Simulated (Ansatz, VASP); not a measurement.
One calculation of TaN, two programs

```xyz
2
Lattice="-0.0378 2.1627 2.1808 2.0505 -0.0118 2.1547 2.0817 2.1679 -0.0430" Properties=species:S:1:pos:R:3 pbc="T T T"
Ta    2.0695    2.0348    1.9900
N     2.0485    0.1855    2.0240
```

Alike in both runs: task single point; functional PBE; k mesh 8 × 8 × 8; no spin polarisation.

|  | VASP | Ansatz |
| --- | --- | --- |
| version | VASP 6.6.1 | Ansatz 0.2.0 |
| potentials or method | VASP PAW PBE potentials, release 64 (Ta_pv, N), cutoff 520 eV | plane waves, PAW |
| occupations | methfessel-paxton of order 1, width 0.1 eV | cold, width 0.1 eV |
| valence electrons in the cell | 16 | 18 |

|  | VASP | Ansatz | Ansatz less VASP |
| --- | --- | --- | --- |
| rms of the force components (eV/Å) | 2.971 | 2.903 | -0.0681 |

Atom by atom the forces differ by 0.068 eV/Å (rms over components). VASP's potentials hold 16 valence electrons a cell and Ansatz's 18, so a difference there can come from the potentials and not from the codes. Ansatz's warnings: stress scf threshold loose.

Spin-orbit coupling is off throughout.
